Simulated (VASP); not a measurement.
Runs of VASP 6.6.1 on TiZn3. The structure is that of space group Pm-3m (No. 221), or close to it. The cells are those of the table. 

| task | cell | gap on the mesh (eV) | pressure (GPa) |
| --- | --- | --- | --- |
| electric field gradients | a = 3.932 Å, 4 atoms | none | (a) |
| single point | a = 3.893, b = 3.893, c = 3.932 Å, 4 atoms | none | -7.8 |
| single point | a = 3.972, b = 3.972, c = 3.932 Å, 4 atoms | none | -10.9 |
| single point | a = 3.854, b = 3.854, c = 3.932 Å, 4 atoms | none | (b) |
| single point | a = 4.011, b = 4.011, c = 3.932 Å, 4 atoms | none | -12.2 |

Alike in all rows: level LDA; potentials or basis VASP PAW LDA potentials, release 64 (Ti_sv, Zn); no spin polarisation; k mesh 9 × 9 × 9; cutoff (eV) 520; smearing fermi-dirac 0.05 eV.

Task: Fill in the values left out.

Result: (a) -9.4; (b) -5.9.

Caveats: the cell stands under tension.

A gap of «none» marks levels without a gap at the run's occupations.
